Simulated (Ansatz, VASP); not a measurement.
**Two plane-wave programs on Be4ZnTe**

```xyz
6
Lattice="0.0000 3.3770 3.3770 3.3770 0.0000 3.3770 3.3770 3.3770 0.0000" Properties=species:S:1:pos:R:3 pbc="T T T"
Be    4.2010    4.2010    2.5530
Be    2.5530    4.2010    4.2010
Be    2.5530    2.5530    2.5530
Be    4.2010    2.5530    4.2010
Zn    5.0655    5.0655    5.0655
Te    0.0000    0.0000    0.0000
```

Change from the starting cell: species swapped into the ErInCu4 type (F-43m, No. 216).

Alike in both runs: functional PBE; k mesh 4 × 4 × 4; occupations gaussian, width 0.1 eV; no spin polarisation.

Ansatz relaxed the structure, and its values are those at the end. VASP's run is a single point on that final structure, the one shown.

|  | VASP | Ansatz |
| --- | --- | --- |
| version | VASP 6.6.1 | Ansatz 0.2.0 |
| potentials or method | VASP PAW PBE potentials, release 64 (Be, Zn, Te), cutoff 520 eV | scalar-relativistic, plane waves, PAW |
| valence electrons in the cell | 26 | 36 |

Ansatz gave:

- gap on the k mesh at the Fermi level (eV): none
- pressure (GPa): -0.1
- rms of the force components (eV/Å): 0.002

Problem. Estimate VASP's values.

Solution. gap on the k mesh at the Fermi level (eV): none; pressure (GPa): 0.1; rms of the force components (eV/Å): 0.003.

A gap of «none» marks a metal or a gap that the smearing closes. VASP's potentials hold 26 valence electrons a cell and Ansatz's 36, so a difference there can come from the potentials and not from the codes.

The k mesh is coarse, so the values compare programs but aren't converged. Neither program's run includes spin-orbit coupling.
